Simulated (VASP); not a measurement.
A run of VASP 6.6.1 is set up as follows.

File INCAR:

```
SYSTEM = Mn3Sb
  PREC = Accurate
  ENCUT = 600
  EDIFF = 1E-6
  ISMEAR = 0
  SIGMA = 0.1
  LREAL = .FALSE.
  LASPH = .TRUE.
  NELM = 150
  ALGO = Normal
  ISIF = 3
  LWAVE = .FALSE.
  LCHARG = .FALSE.
  ISPIN = 2
  MAGMOM = -0.51 -0.51 3.11 0
  LORBIT = 11
  LMAXMIX = 4
  GGA = PS
  IBRION = 2
  NSW = 100
  EDIFFG = -0.05
```

Contents of KPOINTS:

```
Automatic mesh
0
G
  6 6 6
  0 0 0
```

Contents of POSCAR:

```
Mn3Sb
1.0
    0.0000000000      2.9941220000      2.9941220000
    2.9941220000      0.0000000000      2.9941220000
    2.9941220000      2.9941220000      0.0000000000
Mn Sb
3 1
Direct
    0.7500000000      0.7500000000      0.7500000000
    0.2500000000      0.2500000000      0.2500000000
    0.0000000000      0.0000000000      0.0000000000
    0.5000000000      0.5000000000      0.5000000000
```

Potentials or basis: VASP PAW PBE potentials, release 64 (Mn_pv, Sb).

Command:

```sh
$ cat potpaw_PBE.64/Mn_pv/POTCAR potpaw_PBE.64/Sb/POTCAR > POTCAR
$ mpirun -np 1 vasp_std > vasp.out
```

Estimate the band gap on the k mesh.

zero (filled and empty bands overlap).

Predict the space group after relaxing (to 0.1 Å).

Fm-3m (No. 225).

Predict the relaxed volume.

12.80 Å³/atom.

What does it give for the relaxed cell?

a = 4.168 Å, b = 4.168 Å, c = 4.168 Å, α = 60.00°, β = 60.00°, γ = 60.00°.

Step by step:
```csv
step,energy change (eV),largest force (eV/Å),pressure (GPa),volume (Å³)
1,0.0000,0.0000,-8.47,53.68
2,0.0411,0.0000,13.33,48.36
3,-0.0697,0.0000,-0.12,51.21
```

Caveat: the PAW data sets were made with another functional, which shifts forces and pressure a little; spin-orbit coupling is left out, which moves the levels of the heavy elements.
